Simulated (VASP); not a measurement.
Here is a VASP 6.6.1 calculation.

Contents of INCAR:

```
SYSTEM = Cu
ALGO = Normal
EDIFF = 1E-6
ENCUT = 520
GGA = PE
ISIF = 2
ISMEAR = -1
LASPH = .True.
LCHARG = .False.
LREAL = .False.
LWAVE = .False.
NBANDS = 12
NELM = 80
PREC = Accurate
SIGMA = 0.08
```

Contents of KPOINTS:

```
k-points
0
Gamma
  19 19 19
  0 0 0
```

File POSCAR:

```
Cu
1.0
    0.0000000000      1.8075000000      1.7532750000
    1.8075000000      0.0000000000      1.7532750000
    1.8075000000      1.8075000000      0.0000000000
Cu
1
Direct
    0.0000000000      0.0000000000      0.0000000000
```

Potentials or basis: VASP PAW PBE potentials, release 64 (Cu).

Launch:

```bash
$ cat potpaw_PBE.64/Cu/POTCAR > POTCAR
$ mpirun -np 1 vasp_std > vasp.out
```

Question: Predict the pressure.

Answer: 7.2 GPa.

Stress tensor (GPa, compression positive):
```
6.76 0.00 0.00
0.00 6.76 0.00
0.00 0.00 8.12
```

Caveat: the cell differs from its parent crystal (zz strain of -3 %).
